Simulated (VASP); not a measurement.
# TiAl3 (P4mm) in VASP: a series of runs, part 2 of 2

VASP 6.6.1.

### Step 5. Single point, PBEsol (the distance across one plane changed)

File INCAR:

```
  ALGO = Normal
  EDIFF = 1E-6
  ENCUT = 500
  GGA = PS
  GGA_COMPAT = False
  ISIF = 2
  ISMEAR = 0
  LASPH = True
  LCHARG = True
  LELF = True
  LREAL = False
  LVHAR = True
  LWAVE = False
  NBANDS = 44
  NELM = 120
  PREC = Accurate
  SIGMA = 0.15
```

File KPOINTS:

```
k-points
0
Gamma
  12 12 4
```

File POSCAR:

```
TiAl3
1.0
    0.0000000000     -3.9483448101      0.0000000000
    0.0000000000      0.0000000000     -3.9483448101
   12.8450344303      0.0000000000      0.0000000000
Ti Al
3 9
Direct
    0.0000000000      1.0000000000      0.2305218570
    0.0000000000      1.0000000000      0.5379048252
    0.0000000000      1.0000000000      0.8452877935
    0.5000000000      0.0000000000      0.0768303729
    0.5000000000      0.0000000000      0.3842133411
    0.5000000000      0.0000000000      0.6915963094
    0.0000000000      0.5000000000      0.0768303729
    0.0000000000      0.5000000000      0.3842133411
    0.0000000000      0.5000000000      0.6915963094
    0.5000000000      0.5000000000      0.8452877935
    0.5000000000      0.5000000000      0.2305218570
    0.5000000000      0.5000000000      0.5379048252
```

Potentials or basis: VASP PAW PBE potentials, release 64 (Ti_sv, Al).

The run is started by

```sh
cat potpaw_PBE.64/Ti_sv/POTCAR potpaw_PBE.64/Al/POTCAR > POTCAR
mpirun -np 1 vasp_std > vasp.out
```

OUTCAR:

```text
EDIFF = 1E-6
   ENCUT = 500
   GGA = PS
   ISIF = 2
   ISMEAR = 0
   LASPH = True
   LREAL = False
   NELM = 120
   PREC = Accurate

 ion  position               nearest neighbor table
   1  0.000  0.000  0.231-   4 2.79   5 2.79   7 2.79   8 2.79   7 2.79   8 2.79   4 2.79   5 2.79
                            11 2.79  11 2.79  11 2.79  11 2.79
   2  0.000  0.000  0.538-   5 2.79   8 2.79   8 2.79   5 2.79  12 2.79  12 2.79  12 2.79  12 2.79
                             9 2.79   6 2.79   9 2.79   6 2.79
   3  0.000  0.000  0.845-   6 2.79   9 2.79   9 2.79   6 2.79  10 2.79  10 2.79  10 2.79  10 2.79
[... 15 lines left out ...]
  11  0.500  0.500  0.231-   4 2.79   5 2.79   7 2.79   8 2.79   4 2.79   5 2.79   7 2.79   8 2.79
                             1 2.79   1 2.79   1 2.79   1 2.79
  12  0.500  0.500  0.538-   5 2.79   8 2.79   5 2.79   8 2.79   2 2.79   2 2.79   2 2.79   2 2.79
                             6 2.79   9 2.79   9 2.79   6 2.79

  LATTYP: Found a simple tetragonal cell.
 ALAT       =     3.9483448101
 C/A-ratio  =     3.2532706863

  Lattice vectors:

 A1 = (   0.0000000000,  -3.9483448101,   0.0000000000)
 A2 = (   0.0000000000,   0.0000000000,  -3.9483448101)
 A3 = (  12.8450344303,   0.0000000000,   0.0000000000)

Analysis of symmetry for initial positions (statically):
=====================================================================
 Subroutine PRICEL returns:
 Original cell was already a primitive cell.

 Routine SETGRP: Setting up the symmetry group for a
 simple tetragonal supercell.

 Subroutine GETGRP returns: Found  8 space group operations
 (whereof  8 operations were pure point group operations)
 out of a pool of 16 trial point group operations.

The static configuration has the point symmetry C_4v.

Analysis of symmetry for dynamics (positions and initial velocities):
[... 161 lines left out ...]
   LRPA    =     F    only Hartree local field effects (RPA)
 non-spin polarized calculation
 Gauss-broadening in eV      SIGMA  =   0.15
  energy-cutoff  :      500.00
  volume of cell :      200.25
 maximum number of plane-waves:      5124
 NGX is ok and might be reduce to    30
   NGX = 15   NGY = 15   NGZ = 47

 number of electron      62.9999988 magnetization

 Free energy of the ion-electron system (eV)
  ---------------------------------------------------
  ext. energy  EPLUGINS =         0.00000000
  ---------------------------------------------------
  free energy    TOTEN  =       -64.72352831 eV

  energy without entropy =      -64.64270245  energy(sigma->0) =      -64.68311538

 E-fermi :   8.0726     XC(G=0): -10.5672

 val. band max:        8.0723442608   @ k =   0.2500   0.0000   0.5000
 cond. band min:       8.0783118687   @ k =   0.5000   0.0833   0.2500
 fundamental gap:      0.0059676079
 Fermi energy:         8.0726244465

 k-point     1 :       0.0000    0.0000    0.0000
  band No.  band energies     occupation
      1     -48.7957      2.00000
      2     -48.6383      2.00000
      3     -48.5761      2.00000
      4     -25.2667      2.00000
      5     -25.1248      2.00000
      6     -25.1248      2.00000
[... 1093 lines left out ...]
     42       9.7288      0.00000
     43      10.0028      0.00000

 [... further k-points ...]

 [bands above 43 left out]

------------------------ aborting loop because EDIFF is reached ----------------------------------------

  FORCE on cell =-STRESS in cart. coord.  units (eV):
  Direction    XX          YY          ZZ          XY          YZ          ZX
  --------------------------------------------------------------------------------------
  -------------------------------------------------------------------------------------
  Total       -5.1783053     -2.9745392     -2.9745392      0.0000000      0.0000000     -0.0000000
  in kB      -41.4317058    -23.7993374    -23.7993374      0.0000000      0.0000000     -0.0000000
  external PRESSURE =     -29.6767935 kB  Pullay stress =       0.0000000 kB

 VOLUME and BASIS-vectors are now :
 -----------------------------------------------------------------------------
  energy-cutoff  :      500.00
  volume of cell :      200.25
      direct lattice vectors                 reciprocal lattice vectors
     0.000000000 -3.948344810  0.000000000     0.000000000 -0.253270686  0.000000000
     0.000000000  0.000000000 -3.948344810     0.000000000  0.000000000 -0.253270686
    12.845034430  0.000000000  0.000000000     0.077851095  0.000000000  0.000000000

 POSITION                                       TOTAL-FORCE (eV/Angst)
 -----------------------------------------------------------------------------------
      2.96106      0.00000      0.00000         0.426845      0.000000     -0.000000
      6.90941      0.00000      0.00000        -0.001669      0.000000     -0.000000
     10.85775      0.00000      0.00000         0.440440      0.000000      0.000000
      0.98689     -1.97417      0.00000        -0.994086     -0.000000      0.000000
      4.93523     -1.97417      0.00000        -0.033173      0.000000     -0.000000
      8.88358     -1.97417      0.00000         0.235593      0.000000     -0.000000
      0.98689      0.00000     -1.97417        -0.994086      0.000000     -0.000000
      4.93523      0.00000     -1.97417        -0.033173      0.000000     -0.000000
      8.88358      0.00000     -1.97417         0.235593      0.000000     -0.000000
     10.85775     -1.97417     -1.97417         1.020548      0.000000     -0.000000
      2.96106     -1.97417     -1.97417        -0.300868      0.000000      0.000000
      6.90941     -1.97417     -1.97417        -0.001964      0.000000     -0.000000
 -----------------------------------------------------------------------------------
    total drift:                               -0.001592      0.000000     -0.000000

  FREE ENERGIE OF THE ION-ELECTRON SYSTEM (eV)
  ---------------------------------------------------
  free  energy   TOTEN  =       -64.7235283120 eV

  energy  without entropy=      -64.6427024473  energy(sigma->0) =      -64.68311538
```

Wall time 7.1 min (1 thread of Intel Xeon 6975P-C (Granite Rapids), shared host); peak memory 0.63 GiB.

What came out:

```
Free energy            : -64.7235 eV
Pressure               : -3.0 GPa
Largest force          : 1.021 eV/Å
Band gap on the k mesh : zero (an odd number of electrons rules out a gap without spin polarisation)
```

Forces in eV/Å, atoms in the order of the input:
```
Ti   0.427  0.000  0.000
Ti  -0.002  0.000  0.000
Ti   0.440  0.000  0.000
Al  -0.994  0.000  0.000
Al  -0.033  0.000  0.000
Al   0.236  0.000  0.000
Al  -0.994  0.000  0.000
Al  -0.033  0.000  0.000
Al   0.236  0.000  0.000
Al   1.021  0.000  0.000
Al  -0.301  0.000  0.000
Al  -0.002  0.000  0.000
```

Caveat: the cell differs from its parent crystal (the distance across one plane changed); the PAW data sets were made with another functional, which shifts forces and pressure a little.

### Step 6. Overview

```tsv
cell	cutoff (eV)	gap on the mesh (eV)	pressure (GPa)	largest force (eV/Å)
a = 3.948, b = 3.948, c = 12.095 Å, 12 atoms	520	none	-1.7	0.71
a = 3.948, b = 3.948, c = 12.345 Å, 12 atoms	520	none	-2.7	1.02
a = 3.948, b = 3.948, c = 12.595 Å, 12 atoms	500	none	-3.0	1.08
a = 3.948, b = 3.948, c = 12.845 Å, 12 atoms	500	none	-3.0	1.02
```

Alike in all rows: task single point; level PBEsol; potentials or basis VASP PAW PBE potentials, release 64 (Ti_sv, Al); no spin polarisation; k mesh 12 × 12 × 4; smearing gaussian 0.15 eV.

Caveats: the PAW data sets were made with another functional, which shifts forces and pressure a little.

Total energies depend on the potentials used, so only differences within one code and one set of settings carry meaning.
